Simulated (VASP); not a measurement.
# C in VASP: a series of runs

C is run at these levels: PBEsol; tasks: single point, relaxation of the atoms.

Program: VASP 6.6.1. These are calculated values, not measurements. Logs are shortened: lines on timing, memory, paths and dates and some standing lists are left out, and cuts for length are marked.

## Step 1: The cell of the first run

The cell holds a slab with vacuum, 4 atoms: a = 2.459 Å, b = 2.459 Å, c = 23.523 Å, α = 90.00°, β = 90.00°, γ = 120.00°.

## Step 2: Single point, PBEsol

INCAR reads:

```
PREC = Accurate
ENCUT = 520
EDIFF = 1E-6
ISMEAR = 0
SIGMA = 0.1
LREAL = F
LASPH = T
NELM = 100
ALGO = Normal
ISIF = 2
LWAVE = F
LCHARG = T
LDIPOL = T
IDIPOL = 3
DIPOL = 0.5 0.5 0.500
GGA = PS
LELF = T
LVHAR = T
LVACPOTAV = T
NBANDS = 16
```

KPOINTS reads:

```
regular mesh
0
Gamma
  15 15 1
```

POSCAR reads:

```
C
1.0
    2.4588140218      0.0000000000      0.0000000000
   -1.2294070109      2.1293954061      0.0000000000
    0.0000000000      0.0000000000     23.5228814217
C
4
Direct
    0.3333333333      0.6666666667      0.3188384903
    0.6666666667      0.3333333333      0.3188384903
    0.3333333333      0.6666666667      0.6811615097
    0.6666666667      0.3333333333      0.6811615097
```

Potentials or basis: VASP PAW PBE potentials, release 64 (C).

Launch:

```console
cat potpaw_PBE.64/C/POTCAR > POTCAR
mpirun -np 1 vasp_std > vasp.out
```

OUTCAR:

```text
PREC = Accurate
   ENCUT = 520
   EDIFF = 1E-6
   ISMEAR = 0
   LREAL = F
   LASPH = T
   NELM = 100
   ISIF = 2
   GGA = PS

 ion  position               nearest neighbor table
   1  0.333  0.667  0.319-   2 1.42   2 1.42   2 1.42
   2  0.667  0.333  0.319-   1 1.42   1 1.42   1 1.42
   3  0.333  0.667  0.681-   4 1.42   4 1.42   4 1.42
   4  0.667  0.333  0.681-   3 1.42   3 1.42   3 1.42

  LATTYP: Found a hexagonal cell.
 ALAT       =     2.4588140218
 C/A-ratio  =     9.5667591014

  Lattice vectors:

 A1 = (   2.4588140218,   0.0000000000,   0.0000000000)
 A2 = (  -1.2294070109,   2.1293954061,   0.0000000000)
 A3 = (   0.0000000000,   0.0000000000,  23.5228814217)

Analysis of symmetry for initial positions (statically):
=====================================================================
 Subroutine PRICEL returns:
 Original cell was already a primitive cell.

 Routine SETGRP: Setting up the symmetry group for a
 hexagonal supercell.

 Subroutine GETGRP returns: Found 24 space group operations
 (whereof 24 operations were pure point group operations)
 out of a pool of 24 trial point group operations.

The static configuration has the point symmetry D_6h.

Analysis of symmetry for dynamics (positions and initial velocities):
=====================================================================
 Subroutine PRICEL returns:
 Original cell was already a primitive cell.

 Routine SETGRP: Setting up the symmetry group for a
 hexagonal supercell.

 Subroutine GETGRP returns: Found 24 space group operations
 (whereof 24 operations were pure point group operations)
 out of a pool of 24 trial point group operations.

The dynamic configuration has the point symmetry D_6h.

 Subroutine INISYM returns: Found 24 space group operations
 (whereof 24 operations are pure point group operations),
 and found     1 'primitive' translations

----------------------------------------------------------------------------------------

                                     Primitive cell

  volume of cell :     123.1608

  direct lattice vectors                    reciprocal lattice vectors
     2.458814022  0.000000000  0.000000000     0.406700137  0.234808434  0.000000000
    -1.229407011  2.129395406  0.000000000     0.000000000  0.469616867  0.000000000
     0.000000000  0.000000000 23.522881422     0.000000000  0.000000000  0.042511799

  length of vectors
     2.458814022  2.458814022 23.522881422     0.469616867  0.469616867  0.042511799

  position of ions in fractional coordinates (direct lattice)
     0.333333333  0.666666667  0.318838490
     0.666666667  0.333333333  0.318838490
     0.333333333  0.666666667  0.681161510
     0.666666667  0.333333333  0.681161510

  ion indices of the primitive-cell ions
   primitive index   ion index
                 1           1
                 2           2
                 3           3
                 4           4

----------------------------------------------------------------------------------------

 KPOINTS: regular mesh

Automatic generation of k-mesh.
 Grid dimensions read from file:
 generate k-points for:   15   15    1

 Generating k-lattice:

  Cartesian coordinates                     Fractional coordinates (reciprocal lattice)
     0.027113342  0.015653896  0.000000000     0.066666667  0.000000000  0.000000000
     0.000000000  0.031307791  0.000000000     0.000000000  0.066666667  0.000000000
     0.000000000  0.000000000  0.042511799     0.000000000  0.000000000  1.000000000

  Length of vectors
     0.031307791  0.031307791  0.042511799

  Shift w.r.t. Gamma in fractional coordinates (k-lattice)
     0.000000000  0.000000000  0.000000000

 Subroutine IBZKPT returns following result:
 ===========================================

 Found     27 irreducible k-points:

 Following reciprocal coordinates:
            Coordinates               Weight
  0.000000  0.000000  0.000000      1.000000
  0.066667  0.000000  0.000000      6.000000
  0.133333  0.000000  0.000000      6.000000
  0.200000  0.000000  0.000000      6.000000
  0.266667  0.000000  0.000000      6.000000
  0.333333  0.000000  0.000000      6.000000
[... 16 lines left out ...]
  0.333333  0.200000  0.000000     12.000000
  0.400000  0.200000  0.000000      6.000000
 [... further k-points ...]
   k-points           NKPTS =     27   k-points in BZ     NKDIM =     27   number of bands    NBANDS=     16
   number of dos      NEDOS =    301   number of ions     NIONS =      4
   total plane-waves  NPLWV =  58320
   dimension x,y,z NGX =    18 NGY =   18 NGZ =  180
   dimension x,y,z NGXF=    36 NGYF=   36 NGZF=  360
   ions per type =               4
   NGX,Y,Z   is equivalent  to a cutoff of  12.17, 12.17, 12.72 a.u.
   NGXF,Y,Z  is equivalent  to a cutoff of  24.34, 24.34, 25.44 a.u.
 SYSTEM =  unknown system
   PREC   = accura    normal or accurate (medium, high low for compatibility)
   ISTART =      0    job   : 0-new  1-cont  2-samecut
   ICHARG =      2    charge: 1-file 2-atom 10-const
   ISPIN  =      1    spin polarized calculation?
   LNONCOLLINEAR =      F non collinear calculations
   LSORBIT =      F    spin-orbit coupling
   LASPH  =      T    aspherical Exc in radial PAW
   ENCUT  =  520.0 eV  38.22 Ry    6.18 a.u.   4.57  4.57 43.74*2*pi/ulx,y,z
   NELM   =    100;   NELMIN=  2; NELMDL= -5     # of ELM steps
   EDIFF  = 0.1E-05   stopping-criterion for ELM
   LREAL  =      F    real-space projection
   EDIFFG = 0.1E-04   stopping-criterion for IOM
   NSW    =      0    number of steps for IOM
   IBRION =     -1    ionic relax: 0-MD 1-quasi-New 2-CG
   NFREE  =      0    steps in history (QN), initial steepest desc. (CG)
   ISIF   =      2    stress and relaxation
   ISYM   =      2    0-nonsym 1-usesym 2-fastsym
   POTIM  = 0.5000    time-step for ionic-motion
   TEBEG  =    0.0;   TEEND  =   0.0 temperature during run
   PSTRESS=    0.0 pullay stress
   NELECT =      16.0000    total number of electrons
   NUPDOWN=      -1.0000    fix difference up-down
   EMIN   =  10.00;   EMAX   =-10.00  energy-range for DOS
   EFERMI =   0.00;   METHOD = LEGACY
   ISMEAR =     0;   SIGMA  =   0.10  broadening in eV -4-tet -1-fermi 0-gaus
   EFERMI_NEDOS =   21; number of points for ismear=-14 and -15
   IALGO  =     38    algorithm
   IMIX   =      4    mixing-type and parameters
     AMIX     =   0.40;   BMIX     =  1.00
     AMIX_MAG =   1.60;   BMIX_MAG =  1.00
  volume/ion in A,a.u.               =      30.79       207.78
  Fermi-wavevector in a.u.,A,eV,Ry     =   0.829133  1.566833  9.353473  0.687461
  Thomas-Fermi vector in A             =   1.941627
   LORBIT       =      0    0 simple, 1 ext, 2 COOP (PROOUT), +10 PAW based schemes
   GGA     = PS    functional components
   LHFCALC =     F    Hartree Fock is set to
   AEXX    =    0.0000 exact exchange contribution
   IVDW    =     0    specifies the selected vdW correction
   LEPSILON=     F    determine dielectric tensor
   LRPA    =     F    only Hartree local field effects (RPA)
 non-spin polarized calculation
 Gauss-broadening in eV      SIGMA  =   0.10
  energy-cutoff  :      520.00
  volume of cell :      123.16
 maximum number of plane-waves:      3372
   NGX =  9   NGY =  9   NGZ = 87

 number of electron      15.9999995 magnetization

 dipolmoment           0.000000      0.000000      0.000000 electrons x Angstroem

 Free energy of the ion-electron system (eV)
  ---------------------------------------------------
  ext. energy  EPLUGINS =         0.00000000
  ---------------------------------------------------
  free energy    TOTEN  =       -38.56214741 eV

  energy without entropy =      -38.56014140  energy(sigma->0) =      -38.56114441

 E-fermi :  -1.7346     XC(G=0):  -3.6416

 val. band max:       -1.7346365966   @ k =   0.3333   0.3333   0.0000
 cond. band min:      -1.7345904696   @ k =   0.3333   0.3333   0.0000
 fundamental gap:      0.0000461271
 Fermi energy:        -1.7346135331

 k-point     1 :       0.0000    0.0000    0.0000
  band No.  band energies     occupation
      1     -21.2890      2.00000
      2     -21.2890      2.00000
      3      -9.4425      2.00000
      4      -9.4423      2.00000
      5      -4.7375      2.00000
      6      -4.7375      2.00000
[... 8 lines left out ...]
     15       5.5256      0.00000
     16       6.6050      0.00000

 k-point     2 :       0.0667    0.0000    0.0000
  band No.  band energies     occupation
      1     -21.1834      2.00000
      2     -21.1834      2.00000
      3      -9.3158      2.00000
      4      -9.3156      2.00000
      5      -5.1631      2.00000
      6      -5.1631      2.00000
[... 8 lines left out ...]
     15       5.6627      0.00000
     16       6.6508      0.00000

 k-point     3 :       0.1333    0.0000    0.0000
  band No.  band energies     occupation
      1     -20.8672      2.00000
      2     -20.8672      2.00000
      3      -8.9378      2.00000
      4      -8.9377      2.00000
      5      -6.2947      2.00000
      6      -6.2947      2.00000
[... 8 lines left out ...]
     15       6.0669      0.00000
     16       6.6660      0.00000

 k-point     4 :       0.2000    0.0000    0.0000
  band No.  band energies     occupation
      1     -20.3427      2.00000
      2     -20.3427      2.00000
      3      -8.3155      2.00000
      4      -8.3153      2.00000
      5      -7.8483      2.00000
      6      -7.8483      2.00000
[... 8 lines left out ...]
     15       6.4544      0.00000
     16       6.5323      0.00000
[... 324 lines left out ...]
 k-point    22 :       0.2667    0.2000    0.0000
  band No.  band energies     occupation
      1     -17.4835      2.00000
      2     -17.4835      2.00000
      3     -11.9350      2.00000
      4     -11.9350      2.00000
      5     -10.0593      2.00000
      6     -10.0593      2.00000
[... 8 lines left out ...]
     15       8.5562      0.00000
     16       9.3433      0.00000

 k-point    23 :       0.3333    0.2000    0.0000
  band No.  band energies     occupation
      1     -16.3273      2.00000
      2     -16.3272      2.00000
      3     -13.3787      2.00000
      4     -13.3787      2.00000
      5     -10.4828      2.00000
      6     -10.4828      2.00000
[... 8 lines left out ...]
     15       9.2273      0.00000
     16       9.3109      0.00000

 k-point    24 :       0.4000    0.2000    0.0000
  band No.  band energies     occupation
      1     -15.3672      2.00000
      2     -15.3671      2.00000
      3     -14.4508      2.00000
      4     -14.4508      2.00000
      5     -10.6144      2.00000
      6     -10.6144      2.00000
[... 8 lines left out ...]
     15      10.2035      0.00000
     16      10.4030      0.00000

 [... further k-points ...]
[... 5 lines left out ...]
  --------------------------------------------------------------------------------------
  -------------------------------------------------------------------------------------
  Total        0.2356785      0.2356785     -0.0203621     -0.0000000      0.0000000      0.0000000
  in kB        3.0659008      3.0659008     -0.2648871     -0.0000000      0.0000000      0.0000000
  external PRESSURE =       1.9556382 kB  Pullay stress =       0.0000000 kB

 VOLUME and BASIS-vectors are now :
 -----------------------------------------------------------------------------
  energy-cutoff  :      520.00
  volume of cell :      123.16
      direct lattice vectors                 reciprocal lattice vectors
     2.458814022  0.000000000  0.000000000     0.406700137  0.234808434  0.000000000
    -1.229407011  2.129395406  0.000000000     0.000000000  0.469616867  0.000000000
     0.000000000  0.000000000 23.522881422     0.000000000  0.000000000  0.042511799

 POSITION                                       TOTAL-FORCE (eV/Angst)
 -----------------------------------------------------------------------------------
     -0.00000      1.41960      7.50000        -0.000000      0.000000     -0.000057
      1.22941      0.70980      7.50000         0.000000     -0.000000     -0.000057
     -0.00000      1.41960     16.02288        -0.000000      0.000000      0.000057
      1.22941      0.70980     16.02288         0.000000      0.000000      0.000057
 -----------------------------------------------------------------------------------
    total drift:                                0.000000      0.000000      0.000000

  FREE ENERGIE OF THE ION-ELECTRON SYSTEM (eV)
  ---------------------------------------------------
  free  energy   TOTEN  =       -38.5621474118 eV

  energy  without entropy=      -38.5601414045  energy(sigma->0) =      -38.56114441

 vacuum level on the upper side and lower side of the slab         2.571         2.571
```

Run time: 1.7 min. Hardware: 1 thread of Intel Xeon 8259CL, shared host; peak memory 0.23 GiB.

Results:

```yaml
Free_energy: -38.5621 eV
Band_gap_on_the_k_mesh: zero (filled and empty bands touch)
```

Levels at points of the mesh, in eV from the Fermi level:
```
           k point  band 5  band 6  band 7  band 8  band 9  band 10  band 11  band 12
(0.00, 0.00, 0.00)   -3.00   -3.00   -3.00   -3.00    3.21     3.54     4.01     4.80
```

Caveat: the PAW data sets were made with another functional, which shifts forces and pressure a little.

## Step 3: Single point, PBEsol

INCAR reads:

```
SYSTEM = C
ALGO = Normal
DIPOL = 0.5 0.5 0.500
EDIFF = 1E-6
ENCUT = 520
GGA = PS
IDIPOL = 3
ISIF = 2
ISMEAR = 0
LASPH = .TRUE.
LCHARG = .TRUE.
LDIPOL = .TRUE.
LELF = .TRUE.
LREAL = .FALSE.
LVACPOTAV = .TRUE.
LVHAR = .TRUE.
LWAVE = .FALSE.
NBANDS = 16
NELM = 60
PREC = Accurate
SIGMA = 0.1
```

KPOINTS reads:

```
k-points
0
G
  15 15 1
  0 0 0
```

POSCAR is that of step 2.

Potentials or basis: VASP PAW PBE potentials, release 64 (C).

Launch:

```console
cat potpaw_PBE.64/C/POTCAR > POTCAR
mpirun -np 1 vasp_std > vasp.out
```

OUTCAR:

```text
SYSTEM = C
   EDIFF = 1E-6
   ENCUT = 520
   GGA = PS
   ISIF = 2
   ISMEAR = 0
   LASPH = .TRUE.
   LREAL = .FALSE.
   NELM = 60
   PREC = Accurate

 ion  position               nearest neighbor table
   1  0.333  0.667  0.319-   2 1.42   2 1.42   2 1.42
   2  0.667  0.333  0.319-   1 1.42   1 1.42   1 1.42
   3  0.333  0.667  0.681-   4 1.42   4 1.42   4 1.42
   4  0.667  0.333  0.681-   3 1.42   3 1.42   3 1.42

  LATTYP: Found a hexagonal cell.
 ALAT       =     2.4588140218
 C/A-ratio  =     9.5667591014

  Lattice vectors:

 A1 = (   2.4588140218,   0.0000000000,   0.0000000000)
[... 653 lines left out ...]
  -------------------------------------------------------------------------------------
  Total        0.2356785      0.2356785     -0.0203621     -0.0000000      0.0000000      0.0000000
  in kB        3.0659008      3.0659008     -0.2648871     -0.0000000      0.0000000      0.0000000
  external PRESSURE =       1.9556382 kB  Pullay stress =       0.0000000 kB

 VOLUME and BASIS-vectors are now :
 -----------------------------------------------------------------------------
  energy-cutoff  :      520.00
  volume of cell :      123.16
      direct lattice vectors                 reciprocal lattice vectors
     2.458814022  0.000000000  0.000000000     0.406700137  0.234808434  0.000000000
    -1.229407011  2.129395406  0.000000000     0.000000000  0.469616867  0.000000000
     0.000000000  0.000000000 23.522881422     0.000000000  0.000000000  0.042511799

 POSITION                                       TOTAL-FORCE (eV/Angst)
 -----------------------------------------------------------------------------------
     -0.00000      1.41960      7.50000        -0.000000      0.000000     -0.000057
      1.22941      0.70980      7.50000         0.000000     -0.000000     -0.000057
     -0.00000      1.41960     16.02288        -0.000000      0.000000      0.000057
      1.22941      0.70980     16.02288         0.000000      0.000000      0.000057
 -----------------------------------------------------------------------------------
    total drift:                                0.000000      0.000000      0.000000

  FREE ENERGIE OF THE ION-ELECTRON SYSTEM (eV)
  ---------------------------------------------------
  free  energy   TOTEN  =       -38.5621474118 eV

  energy  without entropy=      -38.5601414045  energy(sigma->0) =      -38.56114441

 vacuum level on the upper side and lower side of the slab         2.571         2.571
```

Wall time 1.8 min (1 thread of Intel Xeon 8259CL, shared host); peak memory 0.24 GiB.

Results:

* Free energy: -38.5621 eV
* Band gap on the k mesh: zero (filled and empty bands touch)

Levels at points of the mesh, in eV from the Fermi level:
```
           k point  band 4  band 5  band 6  band 7  band 8  band 9  band 10  band 11  band 12  band 13
(0.00, 0.00, 0.00)   -7.71   -3.00   -3.00   -3.00   -3.00    3.21     3.54     4.01     4.80     4.99
```

Caveat: the PAW data sets were made with another functional, which shifts forces and pressure a little.

## Step 4: Relaxation of the atoms, PBEsol

INCAR reads:

```
SYSTEM = C
  ALGO = Normal
  DIPOL = 0.5 0.5 0.500
  EDIFF = 1E-7
  EDIFFG = -0.02
  ENCUT = 520
  GGA = PS
  IBRION = 2
  IDIPOL = 3
  ISIF = 2
  ISMEAR = 0
  LASPH = .True.
  LCHARG = .False.
  LDIPOL = .True.
  LREAL = .False.
  LWAVE = .False.
  NELM = 80
  NSW = 80
  PREC = Accurate
  SIGMA = 0.1
```

KPOINTS reads:

```
k-points
0
Gamma
  15 15 1
  0 0 0
```

POSCAR is that of step 3.

Launch:

```console
cat potpaw_PBE.64/C/POTCAR > POTCAR
mpirun -np 1 vasp_std > vasp.out
```

Run time: 73 s. Hardware: 1 thread of Intel Xeon 8259CL, shared host; peak memory 0.23 GiB.

It converged, with:

```
Free energy            : -38.5621 eV
Band gap on the k mesh : zero (filled and empty bands touch)
```

Final structure:
```xyz
4
Lattice="2.4588 0.0000 0.0000 -1.2294 2.1294 0.0000 0.0000 0.0000 23.5229" Properties=species:S:1:pos:R:3 pbc="T T T"
C     0.0000    1.4196    7.5000
C     1.2294    0.7098    7.5000
C     0.0000    1.4196   16.0229
C     1.2294    0.7098   16.0229
```

Levels at points of the mesh, in eV from the Fermi level:
```
           k point  band 5  band 6  band 7  band 8  band 9  band 10  band 11  band 12
(0.00, 0.00, 0.00)   -3.00   -3.00   -3.00   -3.00    3.22     3.54     4.02     5.00
```

Caveat: the relaxation stopped at its first step, so nothing moved; the PAW data sets were made with another functional, which shifts forces and pressure a little.
